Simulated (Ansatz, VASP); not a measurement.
# In2Ge2O3 in VASP and in Ansatz

```xyz
7
Lattice="-1.9544 2.8981 6.3416 1.9544 -2.8981 6.3416 1.9544 2.8981 -6.3416" Properties=species:S:1:pos:R:3 pbc="T T T"
In    0.0000    0.0000    0.0000
In    0.0000    2.8981    0.0000
Ge    0.0000    0.0000    9.7304
Ge    0.0000    0.0000    2.9528
O     0.0000    2.8981    2.6864
O     1.9544    0.0000    3.6552
O     1.9544    0.0000    0.0000
```

Alike in both runs: functional PBE; k mesh 4 × 4 × 4; occupations gaussian, width 0.15 eV; no spin polarisation.

Ansatz relaxed the structure, and its values are those at the end. VASP's run is a single point on that final structure, the one shown.

|  | VASP | Ansatz |
| --- | --- | --- |
| version | VASP 6.6.1 | Ansatz 0.2.0 |
| potentials or method | VASP PAW PBE potentials, release 64 (In_d, Ge_d, O), cutoff 520 eV | scalar-relativistic, plane waves, PAW |
| valence electrons in the cell | 72 | 72 |

```tsv
	VASP	Ansatz	Ansatz less VASP
gap on the k mesh at the Fermi level (eV)	none	none	-
pressure (GPa)	0.4	0.3	-0.08
rms of the force components (eV/Å)	0.012	0.008	-0.0037
```

A gap of «none» marks a metal or a gap that the smearing closes.

The k mesh is coarse, so the values compare programs but aren't converged.
